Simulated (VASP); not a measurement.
Here is a VASP 6.6.1 calculation.

Contents of INCAR:

```
SYSTEM = BaTaI6
PREC     = Accurate       ! precision mode
ENCUT    = 600            ! plane-wave cutoff, eV
EDIFF    = 1E-6           ! SCF threshold, eV
ISMEAR   = 0              ! smearing method
SIGMA    = 0.1            ! smearing width, eV
LREAL    = .FALSE.        ! projectors in reciprocal space
LASPH    = .TRUE.         ! aspherical terms in the spheres
NELM     = 100            ! most SCF steps
ALGO     = Normal         ! electronic algorithm
ISIF     = 3              ! what is computed and relaxed
LWAVE    = .FALSE.        ! write WAVECAR
LCHARG   = .FALSE.        ! write CHGCAR
GGA      = PE             ! functional
IBRION   = 2              ! ionic algorithm
NSW      = 100            ! ionic steps
EDIFFG   = -0.01          ! ionic threshold
```

KPOINTS

```
Automatic mesh
0
G
  6 6 6
  0 0 0
```

File POSCAR:

```
BaTaI6
1.0
    0.0000000000      5.1721984135      5.1721984135
    5.1721984135      0.0000000000      5.1721984135
    5.1721984135      5.1721984135      0.0000000000
Ba Ta I
1 1 6
Direct
    0.5000000000      0.5000000000      0.5000000000
    0.0000000000      0.0000000000      0.0000000000
    0.5000000000      0.0000000000      0.0000000000
    0.0000000000      0.5000000000      0.5000000000
    0.0000000000      0.5000000000      0.0000000000
    0.5000000000      0.0000000000      0.5000000000
    0.0000000000      0.0000000000      0.5000000000
    0.5000000000      0.5000000000      0.0000000000
```

Potentials or basis: VASP PAW PBE potentials, release 64 (Ba_sv, Ta_pv, I).

Launch:

```console
$ cat potpaw_PBE.64/Ba_sv/POTCAR potpaw_PBE.64/Ta_pv/POTCAR potpaw_PBE.64/I/POTCAR > POTCAR
$ mpirun -np 1 vasp_std > vasp.out
```

(1) What does it give for the space group after relaxing (to 0.05 Å)?

(2) What does it give for the relaxed cell?

(3) What does it give for the relaxed volume?

Answers

(1) Fm-3m (No. 225).

(2) a = 7.325 Å, b = 7.325 Å, c = 7.325 Å, α = 60.00°, β = 60.00°, γ = 60.00°.

(3) 34.73 Å³/atom.

Caveat: an odd number of electrons without spin polarisation forces a metal; a magnetic or distorted state may lie lower.
